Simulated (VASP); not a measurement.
# Cu (P6_3/mmc) in VASP: a series of runs

The runs below take Cu through vibrations by perturbation theory, with PBE.

All numbers are computed with VASP 6.6.1; they aren't measurements. Logs are shortened: lines on timing, memory, paths and dates and some standing lists are left out, and cuts for length are marked.

## (1) The cell of the first run

Symmetry: P6_3/mmc, No. 194, hexagonal system. The conventional cell has a = 2.527 Å, b = 2.527 Å, c = 4.143 Å, α = 90.00°, β = 90.00°, γ = 120.00°. Within 3.3 Å of Cu (site symmetry -6m2) lie 12 Cu at 2.53 Å.

This isn't the form of Cu at room conditions, which is fcc.

## (2) Vibrations by perturbation theory, PBE

File INCAR:

```
SYSTEM = Cu
ALGO     = Fast           ! electronic algorithm
EDIFF    = 1E-8           ! SCF threshold, eV
ENCUT    = 520            ! plane-wave cutoff, eV
GGA      = PE             ! functional
IBRION   = 8              ! ionic algorithm
ISIF     = 2              ! what is computed and relaxed
ISMEAR   = -1             ! smearing method
LASPH    = .True.         ! aspherical terms in the spheres
LCHARG   = .False.        ! write CHGCAR
LREAL    = .False.        ! projectors in reciprocal space
LWAVE    = .False.        ! write WAVECAR
NELM     = 80             ! most SCF steps
NSW      = 1              ! ionic steps
PREC     = Accurate       ! precision mode
SIGMA    = 0.15           ! smearing width, eV
```

File KPOINTS:

```
k-points
0
Gamma
  18 18 10
  0 0 0
```

File POSCAR:

```
Cu
1.0
    2.5265329779      0.0000000000      0.0000000000
   -1.2632664889      2.1880417424      0.0000000000
    0.0000000000      0.0000000000      4.1434081599
Cu
2
Direct
    0.3333333333      0.6666666667      0.2500000000
    0.6666666667      0.3333333333      0.7500000000
```

Potentials or basis: VASP PAW PBE potentials, release 64 (Cu).

On the command line:

```console
$ cat potpaw_PBE.64/Cu/POTCAR > POTCAR
$ mpirun -np 1 vasp_std > vasp.out
```

OUTCAR:

```text
SYSTEM = Cu
   EDIFF = 1E-8
   ENCUT = 520
   GGA = PE
   IBRION = 8
   ISIF = 2
   ISMEAR = -1
   LASPH = .True.
   LREAL = .False.
   NELM = 80
   NSW = 1
   PREC = Accurate

 ion  position               nearest neighbor table
   1  0.333  0.667  0.250-   2 2.53   2 2.53   2 2.53   2 2.53   2 2.53   2 2.53
   2  0.667  0.333  0.750-   1 2.53   1 2.53   1 2.53   1 2.53   1 2.53   1 2.53

  LATTYP: Found a hexagonal cell.
 ALAT       =     2.5265329779
 C/A-ratio  =     1.6399580754

  Lattice vectors:

 A1 = (   2.5265329779,   0.0000000000,   0.0000000000)
 A2 = (  -1.2632664889,   2.1880417424,   0.0000000000)
 A3 = (   0.0000000000,   0.0000000000,   4.1434081599)

Analysis of symmetry for initial positions (statically):
=====================================================================
 Subroutine PRICEL returns:
 Original cell was already a primitive cell.

 Routine SETGRP: Setting up the symmetry group for a
 hexagonal supercell.

 Subroutine GETGRP returns: Found 24 space group operations
 (whereof 12 operations were pure point group operations)
 out of a pool of 24 trial point group operations.

The static configuration has the point symmetry D_3d.
 The point group associated with its full space group is D_6h.

Analysis of symmetry for dynamics (positions and initial velocities):
=====================================================================
 Subroutine PRICEL returns:
 Original cell was already a primitive cell.

 Routine SETGRP: Setting up the symmetry group for a
 hexagonal supercell.

 Subroutine GETGRP returns: Found 24 space group operations
 (whereof 12 operations were pure point group operations)
 out of a pool of 24 trial point group operations.

The dynamic configuration has the point symmetry D_3d.
 The point group associated with its full space group is D_6h.

 Subroutine INISYM returns: Found 24 space group operations
 (whereof 12 operations are pure point group operations),
 and found     1 'primitive' translations

----------------------------------------------------------------------------------------

                                     Primitive cell

  volume of cell :      22.9054

  direct lattice vectors                    reciprocal lattice vectors
     2.526532978  0.000000000  0.000000000     0.395799306  0.228514836  0.000000000
    -1.263266489  2.188041742  0.000000000     0.000000000  0.457029672  0.000000000
     0.000000000  0.000000000  4.143408160     0.000000000  0.000000000  0.241347210

  length of vectors
     2.526532978  2.526532978  4.143408160     0.457029672  0.457029672  0.241347210

  position of ions in fractional coordinates (direct lattice)
     0.333333333  0.666666667  0.250000000
     0.666666667  0.333333333  0.750000000

  ion indices of the primitive-cell ions
   primitive index   ion index
                 1           1
                 2           2

----------------------------------------------------------------------------------------

 KPOINTS: k-points

Automatic generation of k-mesh.
 Grid dimensions read from file:
 generate k-points for:   18   18   10

 Generating k-lattice:

  Cartesian coordinates                     Fractional coordinates (reciprocal lattice)
     0.021988850  0.012695269  0.000000000     0.055555556 -0.000000000  0.000000000
     0.000000000  0.025390537  0.000000000     0.000000000  0.055555556  0.000000000
     0.000000000  0.000000000  0.024134721     0.000000000  0.000000000  0.100000000

  Length of vectors
     0.025390537  0.025390537  0.024134721

  Shift w.r.t. Gamma in fractional coordinates (k-lattice)
     0.000000000  0.000000000  0.000000000

 Subroutine IBZKPT returns following result:
 ===========================================

 Found    222 irreducible k-points:

 Following reciprocal coordinates:
            Coordinates               Weight
  0.000000  0.000000  0.000000      1.000000
  0.055556  0.000000  0.000000      6.000000
  0.111111  0.000000  0.000000      6.000000
  0.166667  0.000000  0.000000      6.000000
  0.222222  0.000000  0.000000      6.000000
  0.277778  0.000000  0.000000      6.000000
[... 50 lines left out ...]
   EMIN   =  10.00;   EMAX   =-10.00  energy-range for DOS
   EFERMI =   0.00;   METHOD = LEGACY
   ISMEAR =    -1;   SIGMA  =   0.15  broadening in eV -4-tet -1-fermi 0-gaus
   EFERMI_NEDOS =   21; number of points for ismear=-14 and -15
   IALGO  =     68    algorithm
   IMIX   =      4    mixing-type and parameters
     AMIX     =   0.40;   BMIX     =  1.00
     AMIX_MAG =   1.60;   BMIX_MAG =  1.00
  volume/ion in A,a.u.               =      11.45        77.29
  Fermi-wavevector in a.u.,A,eV,Ry     =   1.615237  3.052356 35.497478  2.608991
  Thomas-Fermi vector in A             =   2.710017
   LORBIT       =      0    0 simple, 1 ext, 2 COOP (PROOUT), +10 PAW based schemes
   GGA     = PE    functional components
   LHFCALC =     F    Hartree Fock is set to
   AEXX    =    0.0000 exact exchange contribution
   IVDW    =     0    specifies the selected vdW correction
   LEPSILON=     F    determine dielectric tensor
   LRPA    =     F    only Hartree local field effects (RPA)
 non-spin polarized calculation
 RMM-DIIS sequential band-by-band and
  energy-cutoff  :      520.00
  volume of cell :       22.91
 maximum number of plane-waves:       632
 NGX is ok and might be reduce to    20
   NGX =  9   NGY =  9   NGZ = 15

--------------------------------------- Ionic step        1  -------------------------------------------

 number of electron      21.9999986 magnetization

 Free energy of the ion-electron system (eV)
  ---------------------------------------------------
  ext. energy  EPLUGINS =         0.00000000
  ---------------------------------------------------
  free energy    TOTEN  =        -7.43676314 eV

  energy without entropy =       -7.38785883  energy(sigma->0) =       -7.41231098

 E-fermi :   7.9589     XC(G=0): -12.9056

 val. band max:        7.9489252914   @ k =   0.2778   0.0000   0.3000
 cond. band min:       7.9596352871   @ k =   0.3333   0.1667   0.3000
 fundamental gap:      0.0107099957
 Fermi energy:         7.9589448557

 k-point     1 :       0.0000    0.0000    0.0000
  band No.  band energies     occupation
      1      -1.6155      2.00000
      2       2.7060      2.00000
      3       4.8257      2.00000
      4       4.9030      2.00000
      5       4.9030      2.00000
      6       5.1173      2.00000
      7       5.1173      2.00000
      8       5.4301      2.00000
      9       5.4301      2.00000
     10       6.1982      1.99998
     11       6.1982      1.99998
     12       6.8417      1.99884
     13      11.8230      0.00000
     14      29.6734      0.00000
[... 401 lines left out ...]
      2       3.4184      2.00000
      3       3.5503      2.00000
      4       4.5383      2.00000
      5       4.7739      2.00000
      6       4.9296      2.00000
      7       5.1493      2.00000
      8       6.1718      1.99999
      9       6.2883      1.99997
     10       6.3042      1.99997
     11       7.7168      1.66802
     12      10.8790      0.00000
     13      15.5100      0.00000
     14      15.9647      0.00000
     15      18.7826      0.00000

 [... further k-points ...]

------------------------ aborting loop because EDIFF is reached ----------------------------------------

  FORCE on cell =-STRESS in cart. coord.  units (eV):
  Direction    XX          YY          ZZ          XY          YZ          ZX
  --------------------------------------------------------------------------------------
  -------------------------------------------------------------------------------------
  Total        1.0924819      1.0924819      1.0884152      0.0000000      0.0000000      0.0000000
  in kB       76.4163925     76.4163925     76.1319356      0.0000000      0.0000000      0.0000000
  external PRESSURE =      76.3215735 kB  Pullay stress =       0.0000000 kB

 VOLUME and BASIS-vectors are now :
 -----------------------------------------------------------------------------
  energy-cutoff  :      520.00
  volume of cell :       22.91
      direct lattice vectors                 reciprocal lattice vectors
     2.526532978  0.000000000  0.000000000     0.395799306  0.228514836  0.000000000
    -1.263266489  2.188041742  0.000000000     0.000000000  0.457029672  0.000000000
     0.000000000  0.000000000  4.143408160     0.000000000  0.000000000  0.241347210

 POSITION                                       TOTAL-FORCE (eV/Angst)
 -----------------------------------------------------------------------------------
     -0.00000      1.45869      1.03585         0.000000      0.000000     -0.000000
      1.26327      0.72935      3.10756        -0.000000      0.000000      0.000000
 -----------------------------------------------------------------------------------
    total drift:                               -0.000000      0.000000     -0.000000

  FREE ENERGIE OF THE ION-ELECTRON SYSTEM (eV)
  ---------------------------------------------------
  free  energy   TOTEN  =        -7.4367631356 eV

  energy  without entropy=       -7.3878588336  energy(sigma->0) =       -7.41231098

[... ionic steps 2 to 3 ...]

--------------------------------------- Ionic step        4  -------------------------------------------

------------------------ aborting loop because EDIFF is reached ----------------------------------------

[... ionic steps 5 to 5 ...]

--------------------------------------- Ionic step        6  -------------------------------------------

 Free energy of the ion-electron system (eV)
  ---------------------------------------------------
  ---------------------------------------------------
  free energy    TOTEN  =        -0.25068847 eV

  energy without entropy =       -0.25068847

------------------------ aborting loop because EDIFF is reached ----------------------------------------

 INTERNAL STRAIN TENSOR  FOR ION    1  DIRECTION 3   (eV/Angst):
 -----------------------------------------------------------------------------
    -0.00019 -0.00000 -0.00000
    -0.00000 -0.00019  0.00000
     0.00000  0.00000  0.01126

 INTERNAL STRAIN TENSOR FOR ION    2 for displacements in x,y,z  (eV/Angst):
          X           Y           Z          XY          YZ          ZX
  --------------------------------------------------------------------------------
  x     0.00000    -0.00000     0.00000     1.89942     0.00000     0.00000
  y     1.89942    -1.89942     0.00000    -0.00000     0.00000     0.00000
  z     0.00000    -0.00000    -0.00000    -0.00000     0.00000    -0.00000

 SECOND DERIVATIVES (NOT SYMMETRIZED)
 ------------------------------------
               1X          1Y          1Z          2X          2Y          2Z
  1X    -1.439739   -0.000000    0.000000    1.439739    0.000000    0.000000
  1Y    -0.000000   -1.439739    0.000000    0.000000    1.439739    0.000000
  1Z    -0.000000    0.000000   -8.309754    0.000000    0.000000    8.309754
  2X     1.439739    0.000000    0.000000   -1.439739   -0.000000    0.000000
  2Y     0.000000    1.439739    0.000000   -0.000000   -1.439739    0.000000
  2Z     0.000000    0.000000    8.309754   -0.000000    0.000000   -8.309754

 Eigenvectors and eigenvalues of the dynamical matrix
 ----------------------------------------------------

   1 f  =    7.994949 THz    50.233746 2PiTHz  266.682795 cm-1    33.064438 meV
             X         Y         Z           dx          dy          dz
     -0.000000  1.458694  1.035852     0.000000    0.000000    0.707107
      1.263266  0.729347  3.107556    -0.000000    0.000000   -0.707107
[... 16 lines left out ...]
   5 f  =    0.000000 THz     0.000000 2PiTHz    0.000001 cm-1     0.000000 meV
             X         Y         Z           dx          dy          dz
     -0.000000  1.458694  1.035852     0.530764    0.419731    0.205221
      1.263266  0.729347  3.107556     0.530764    0.419731    0.205221

   6 f/i=    0.000000 THz     0.000000 2PiTHz    0.000002 cm-1     0.000000 meV
             X         Y         Z           dx          dy          dz
     -0.000000  1.458694  1.035852     0.046355    0.261752   -0.655238
      1.263266  0.729347  3.107556     0.046355    0.261752   -0.655238

--------------------------------------------------------------------------------------------------------

 ELASTIC MODULI CONTR FROM IONIC RELAXATION (kBar)
 Direction    XX          YY          ZZ          XY          YZ          ZX
 --------------------------------------------------------------------------------
 XX        -175.2788    175.2788     -0.0000     -0.0000      0.0000     -0.0000
 YY         175.2788   -175.2788     -0.0000     -0.0000      0.0000     -0.0000
 ZZ          -0.0000     -0.0000     -0.0000     -0.0000      0.0000     -0.0000
 XY          -0.0000     -0.0000     -0.0000   -175.2788      0.0000     -0.0000
 YZ           0.0000      0.0000      0.0000      0.0000      0.0000      0.0000
 ZX          -0.0000     -0.0000     -0.0000     -0.0000      0.0000     -0.0000
 --------------------------------------------------------------------------------
```

Wall time 21 min (1 thread of Intel Xeon 8259CL, shared host); peak memory 0.7 GiB.

Results:

```
Highest phonon frequency at Γ : 267 cm⁻¹
```

Phonon frequencies in cm⁻¹ (negative: imaginary):
```
              q point        frequencies
(0.000, 0.000, 0.000)  0 0 0 111 111 267
```

Caveat: the cell stands under pressure or tension, which shifts response properties.

## (3) Vibrations by perturbation theory, PBE (11.74 Å³/atom)

This run uses another cell than the first one, of 11.74 Å³/atom.

File INCAR:

```
  PREC = Accurate
  ENCUT = 520
  EDIFF = 1E-8
  ISMEAR = -1
  SIGMA = 0.15
  LREAL = F
  LASPH = T
  NELM = 100
  ALGO = Normal
  ISIF = 2
  LWAVE = F
  LCHARG = F
  GGA = PE
  NBANDS = 18
  IBRION = 8
  NSW = 1
```

File KPOINTS:

```
Automatic mesh
0
Gamma
  18 18 10
```

File POSCAR:

```
Cu
1.0
    2.5472264325      0.0000000000      0.0000000000
   -1.2736132162      2.2059627997      0.0000000000
    0.0000000000      0.0000000000      4.1781418493
Cu
2
Direct
    0.3333333333      0.6666666667      0.2500000000
    0.6666666667      0.3333333333      0.7500000000
```

Potentials or basis: VASP PAW PBE potentials, release 64 (Cu).

On the command line:

```console
$ cat potpaw_PBE.64/Cu/POTCAR > POTCAR
$ mpirun -np 1 vasp_std > vasp.out
```

OUTCAR:

```text
PREC = Accurate
   ENCUT = 520
   EDIFF = 1E-8
   ISMEAR = -1
   LREAL = F
   LASPH = T
   NELM = 100
   ISIF = 2
   GGA = PE
   IBRION = 8
   NSW = 1

 ion  position               nearest neighbor table
   1  0.333  0.667  0.250-   2 2.55   2 2.55   2 2.55   2 2.55   2 2.55   2 2.55
   2  0.667  0.333  0.750-   1 2.55   1 2.55   1 2.55   1 2.55   1 2.55   1 2.55

  LATTYP: Found a hexagonal cell.
 ALAT       =     2.5472264325
 C/A-ratio  =     1.6402710792

  Lattice vectors:

 A1 = (   2.5472264325,   0.0000000000,   0.0000000000)
 A2 = (  -1.2736132162,   2.2059627997,   0.0000000000)
 A3 = (   0.0000000000,   0.0000000000,   4.1781418493)

Analysis of symmetry for initial positions (statically):
=====================================================================
 Subroutine PRICEL returns:
 Original cell was already a primitive cell.

 Routine SETGRP: Setting up the symmetry group for a
[... 738 lines left out ...]
     0.00005  0.00000 -0.00000
     0.00000  0.00005 -0.00000
     0.00000 -0.00000  0.01119

 INTERNAL STRAIN TENSOR FOR ION    2 for displacements in x,y,z  (eV/Angst):
          X           Y           Z          XY          YZ          ZX
  --------------------------------------------------------------------------------
  x     0.00000    -0.00000     0.00000     1.69980     0.00000     0.00000
  y     1.69980    -1.69980     0.00000    -0.00000     0.00000     0.00000
  z    -0.00000     0.00000    -0.00000     0.00000     0.00000     0.00000

 SECOND DERIVATIVES (NOT SYMMETRIZED)
 ------------------------------------
               1X          1Y          1Z          2X          2Y          2Z
  1X    -1.319942   -0.000000    0.000000    1.319942    0.000000    0.000000
  1Y    -0.000000   -1.319942    0.000000    0.000000    1.319942    0.000000
  1Z     0.000000    0.000000   -7.445119   -0.000000   -0.000000    7.445119
  2X     1.319942    0.000000    0.000000   -1.319942   -0.000000    0.000000
  2Y     0.000000    1.319942    0.000000   -0.000000   -1.319942    0.000000
  2Z    -0.000000   -0.000000    7.445119    0.000000    0.000000   -7.445119

 Eigenvectors and eigenvalues of the dynamical matrix
 ----------------------------------------------------

   1 f  =    7.567587 THz    47.548553 2PiTHz  252.427538 cm-1    31.297012 meV
             X         Y         Z           dx          dy          dz
     -0.000000  1.470642  1.044535    -0.000000   -0.000000    0.707107
      1.273613  0.735321  3.133606     0.000000   -0.000000   -0.707107
[... 16 lines left out ...]
   5 f  =    0.000000 THz     0.000000 2PiTHz    0.000001 cm-1     0.000000 meV
             X         Y         Z           dx          dy          dz
     -0.000000  1.470642  1.044535    -0.190520   -0.671916   -0.110593
      1.273613  0.735321  3.133606    -0.190520   -0.671916   -0.110593

   6 f/i=    0.000000 THz     0.000000 2PiTHz    0.000001 cm-1     0.000000 meV
             X         Y         Z           dx          dy          dz
     -0.000000  1.470642  1.044535     0.680943   -0.188726   -0.026450
      1.273613  0.735321  3.133606     0.680943   -0.188726   -0.026450

--------------------------------------------------------------------------------------------------------

 ELASTIC MODULI CONTR FROM IONIC RELAXATION (kBar)
 Direction    XX          YY          ZZ          XY          YZ          ZX
 --------------------------------------------------------------------------------
 XX        -149.3842    149.3842     -0.0000     -0.0000      0.0000      0.0000
 YY         149.3842   -149.3842      0.0000     -0.0000     -0.0000     -0.0000
 ZZ          -0.0000      0.0000     -0.0000     -0.0000      0.0000      0.0000
 XY          -0.0000     -0.0000     -0.0000   -149.3842     -0.0000     -0.0000
 YZ           0.0000     -0.0000      0.0000     -0.0000     -0.0000     -0.0000
 ZX           0.0000     -0.0000      0.0000     -0.0000     -0.0000     -0.0000
 --------------------------------------------------------------------------------
```

OSZICAR:

```text
N       E                     dE             d eps       ncg     rms          rms(c)
DAV:   1     0.124693721482E+03    0.12469E+03   -0.10550E+04  8496   0.220E+03
DAV:   2    -0.316644766008E+01   -0.12786E+03   -0.12144E+03  8010   0.289E+02
[... 47 lines left out ...]
RMM:   9    -0.250470954242E+00    0.12566E-05   -0.29520E-07 19747   0.524E-04    0.201E-04
RMM:  10    -0.250467556245E+00    0.33980E-05   -0.52029E-08 19969   0.319E-04    0.708E-05
RMM:  11    -0.250466555622E+00    0.10006E-05   -0.11699E-07 20108   0.229E-04    0.383E-05
RMM:  12    -0.250466933736E+00   -0.37811E-06    0.18275E-08 21096   0.147E-04    0.873E-06
RMM:  13    -0.250467031870E+00   -0.98134E-07   -0.98246E-09 21554   0.125E-04    0.142E-06
RMM:  14    -0.250467040548E+00   -0.86778E-08   -0.69161E-09 21343   0.113E-04    0.227E-07
 Linear response finished
```

Run time: 21 min. Hardware: 1 thread of Intel Xeon 8259CL, shared host; peak memory 0.81 GiB.

Results:

```yaml
Highest_phonon_frequency_at_Γ: 252 cm⁻¹
```

Phonon frequencies in cm⁻¹ (negative: imaginary):
```tsv
q point	frequencies
(0.000, 0.000, 0.000)	0 0 0 106 106 252
```

Caveat: the cell stands under pressure or tension, which shifts response properties.

(Continued in part 2 of 2.)
